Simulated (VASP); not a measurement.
A run of VASP 6.6.1 is set up as follows.

File INCAR:

```
SYSTEM = Ga6N7
PREC     = Accurate       ! precision mode
ENCUT    = 520            ! plane-wave cutoff, eV
EDIFF    = 1E-7           ! SCF threshold, eV
ISMEAR   = 0              ! smearing method
SIGMA    = 0.02           ! smearing width, eV
LREAL    = .FALSE.        ! projectors in reciprocal space
LASPH    = .TRUE.         ! aspherical terms in the spheres
NELM     = 150            ! most SCF steps
ALGO     = Normal         ! electronic algorithm
ISIF     = 2              ! what is computed and relaxed
LWAVE    = .FALSE.        ! write WAVECAR
LCHARG   = .FALSE.        ! write CHGCAR
ISPIN    = 2              ! spin polarisation
MAGMOM   = 0 0 0 0 0 0 0.17 0.17 0.17 0.19 0.19 0.19 1.59 ! initial moments
LORBIT   = 11             ! projections on sites
GGA      = PE             ! functional
NBANDS   = 72             ! bands
```

The input KPOINTS:

```
Automatic mesh
0
G
  3 3 3
  0 0 0
```

POSCAR

```
Ga6N7
1.0
    0.0000000000      0.0000000000      5.2431684095
    4.8275562239     -2.7871908853      0.0000000000
   -0.0000000001      5.5743817708      0.0000000000
Ga N
6 7
Direct
    0.5007819309      0.3259881246      0.3259857693
    0.5007775442      0.0000002072      0.6740079406
    0.5007819309      0.6740124504      0.9999977733
    0.9974920871      0.0000000000      0.3330871613
    0.9974852211      0.6669086492      0.6669088809
    0.9974844582      0.3330915116      1.0000001533
    0.8692997524      0.3431531241      0.3431539745
    0.8692944121     -0.0000002071      0.6568418837
    0.8692997524      0.6568472438      1.0000005167
    0.3860312776      0.0000000000      0.3479894417
    0.3860362365      0.6520040066      0.6520037152
    0.3860362365      0.3479963613      0.9999997337
    0.1620647924      0.0000008286     -0.0000186013
```

Potentials or basis: VASP PAW PBE potentials, release 64 (Ga_d, N).

Command:

```console
$ cat potpaw_PBE.64/Ga_d/POTCAR potpaw_PBE.64/N/POTCAR > POTCAR
$ mpirun -np 1 vasp_std > vasp.out
```

(1) Estimate the net moment.

(2) What does it give for the largest force?

Answers

(1) 3.00 μB per cell.

(2) 0.034 eV/Å.

Caveat: the k points lie up to 0.43 Å⁻¹ apart.
